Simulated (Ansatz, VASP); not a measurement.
One calculation of SiC, two programs

```
CELL_PARAMETERS angstrom
0.02676 2.18379 2.18379
2.18379 0.02676 2.18379
2.18379 2.18379 0.02676
ATOMIC_POSITIONS crystal
Si 0.00062 0.00062 0.00062
C 0.24938 0.24938 0.24938
```

Change from the starting cell: strained cell.

Alike in both runs: functional PBE; k mesh 9 × 9 × 9; occupations gaussian, width 0.02 eV; no spin polarisation.

Ansatz relaxed the structure, and its values are those at the end. VASP's run is a single point on that final structure, the one shown.

```csv
,VASP,Ansatz
version,VASP 6.6.1,Ansatz 0.2.0
potentials or method,"VASP PAW PBE potentials, release 64 (Si, C), cutoff 600 eV","scalar-relativistic, plane waves, PAW"
valence electrons in the cell,8,8
```

```tsv
	VASP	Ansatz	Ansatz less VASP
gap on the k mesh at the Fermi level (eV)	1.42	1.42	+0.003
least direct gap on the mesh (eV)	4.52	4.52	+0.004
pressure (GPa)	5.9	6.1	+0.20
```

The functional is the same, so the differences come from potentials, cutoffs and numerics. Ansatz's warnings: stress scf threshold loose.
